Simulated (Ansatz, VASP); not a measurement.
# Si: VASP beside Ansatz

```
Si
1.0
     2.68964    2.68964    0.00000
    -2.68964    2.68964    0.00000
     0.00000    2.68964    2.73801
Si
2
Direct
  0.25000 0.75000 0.50000
  0.00000 0.00000 0.00000
```

Change from the starting cell: film at in-plane strain -0.01.

Alike in both runs: task single point; functional PBEsol; k mesh 8 × 8 × 8; no spin polarisation.

|  | VASP | Ansatz |
| --- | --- | --- |
| version | VASP 6.6.1 | Ansatz 0.2.0 |
| potentials or method | VASP PAW PBE potentials, release 64 (Si), cutoff 520 eV | all-electron LAPW, scalar-relativistic |
| occupations | gaussian, width 0.01 eV | fixed |

VASP gave:

| Property | Result |
| --- | --- |
| gap on the k mesh at the Fermi level (eV) | 0.39 |
| pressure (GPa) | 1.3 |
| traceless stress, the component that is largest in VASP (GPa) | -1.15 |

What did Ansatz give for the same quantities?

gap on the k mesh at the Fermi level (eV): 0.40; pressure (GPa): 1.1; traceless stress, the component that is largest in VASP (GPa): -1.16.

VASP's potentials were made for PBE, not for PBEsol. Ansatz ran all-electron here, and VASP with PAW potentials.
